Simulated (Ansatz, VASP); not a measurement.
Two plane-wave programs on C

INCAR

```
SYSTEM = C
PREC = Accurate
ENCUT = 520
EDIFF = 1E-7
ISMEAR = 0
SIGMA = 0.05
LREAL = .FALSE.
LASPH = .TRUE.
NELM = 80
ALGO = Normal
ISIF = 2
LWAVE = .FALSE.
LCHARG = .FALSE.
GGA = PE
NBANDS = 36
```

The input KPOINTS:

```
regular mesh
0
G
  10 10 2
  0 0 0
```

POSCAR

```
C
1.0
    1.7857375322     -1.7857375322      0.0000000000
    1.7857375322      0.0000000000     -1.7857375322
    7.4404540017      6.9941981924      6.9941981924
C
12
Direct
    0.6441034733      0.6441034733      0.2708666667
   -0.0086798600     -0.0086798600      0.1042000000
    0.2968868067      0.2968868067      0.4375333333
    0.6024534733      0.6024534733      0.7708666667
    0.9496701400      0.9496701400      0.6042000000
    0.2552368067      0.2552368067      0.9375333333
    0.6336909733      0.6336909733      0.3958666667
    0.9809076400      0.9809076400      0.2292000000
    0.2864743067      0.2864743067      0.5625333333
    0.5920409733      0.5920409733      0.8958666667
   -0.0607423600     -0.0607423600      0.7292000000
    0.3281243067      0.3281243067      0.0625333333
```

Input for Ansatz:

```yaml
crystal:
  lattice:
    - [1.7857375322, -1.7857375322, 0.0]
    - [1.7857375322, 0.0, -1.7857375322]
    - [7.4404540017, 6.9941981924, 6.9941981924]
  atoms:
    - { symbol: C, position: [0.6441034733, 0.6441034733, 0.2708666667] }
    - { symbol: C, position: [-0.00867986, -0.00867986, 0.1042] }
    - { symbol: C, position: [0.2968868067, 0.2968868067, 0.4375333333] }
    - { symbol: C, position: [0.6024534733, 0.6024534733, 0.7708666667] }
    - { symbol: C, position: [0.94967014, 0.94967014, 0.6042] }
    - { symbol: C, position: [0.2552368067, 0.2552368067, 0.9375333333] }
    - { symbol: C, position: [0.6336909733, 0.6336909733, 0.3958666667] }
    - { symbol: C, position: [0.98090764, 0.98090764, 0.2292] }
    - { symbol: C, position: [0.2864743067, 0.2864743067, 0.5625333333] }
    - { symbol: C, position: [0.5920409733, 0.5920409733, 0.8958666667] }
    - { symbol: C, position: [-0.06074236, -0.06074236, 0.7292] }
    - { symbol: C, position: [0.3281243067, 0.3281243067, 0.0625333333] }
basis:
  ecutwfc: 420
kpoints:
  mp_grid: { grid: [10, 10, 2] }
hamiltonian:
  xc: pbe
scf:
  occupations: { method: gaussian, width: 0.05 }
output:
  forces: true
  stress: true
  eigenvalues: true
```

Alike in both runs: task single point; functional PBE; k mesh 10 × 10 × 2; occupations gaussian, width 0.05 eV; no spin polarisation.

|  | VASP | Ansatz |
| --- | --- | --- |
| version | VASP 6.6.1 | Ansatz 0.2.0 |
| potentials or method | VASP PAW PBE potentials, release 64 (C), cutoff 520 eV | scalar-relativistic, plane waves, PAW |
| valence electrons in the cell | 48 | 48 |

```tsv
	VASP	Ansatz	Ansatz less VASP
gap on the k mesh at the Fermi level (eV)	3.58	3.59	+0.007
least direct gap on the mesh (eV)	5.11	5.11	+0.004
pressure (GPa)	0.7	0.1	-0.66
traceless stress, the component that is largest in VASP (GPa)	-14.30	-14.30	0.000
rms of the force components (eV/Å)	0.622	0.623	+0.0015
```

Atom by atom the forces differ by 0.003 eV/Å (rms over components). The functional is the same, so the differences come from potentials, cutoffs and numerics.
